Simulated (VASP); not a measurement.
**Al: single point with LDA**

The system is Al.

```
Al
1.0
    -1.59122    1.59122    1.59122
     1.59122   -1.59122    1.59122
     1.59122    1.59122   -1.59122
Al
1
Direct
  0.00000 0.00000 0.00000
```

```json
{
 "Program": "VASP 6.6.1",
 "Task": "single point",
 "Functional": "LDA",
 "Potentials or basis": "VASP PAW LDA potentials, release 64 (Al)",
 "Cutoff": "520 eV",
 "k mesh": "12 × 12 × 12",
 "Occupations": "gaussian, width 0.05 eV",
 "Spin": "no spin polarisation",
 "Dipole correction": "no",
 "Further INCAR settings": "ALGO = Fast; EDIFF = 1e-06; NBANDS = 8"
}
```

```
Pressure : 0.6 GPa
```

Levels at points of the mesh, in eV from the Fermi level:
```
           k point  band 1  band 2  band 3  band 4  band 5
(0.00, 0.00, 0.00)  -11.22   13.37   13.37   13.37   14.81
(0.50, 0.00, 0.00)   -4.33   -3.86    8.26    8.37   10.13
(0.50, 0.50, 0.50)    1.92    1.92    1.92    3.06    3.06
```

Run time: 3.3 s on 1 thread of Intel Xeon 6975P-C, on a shared host, peak memory 0.11 GiB.
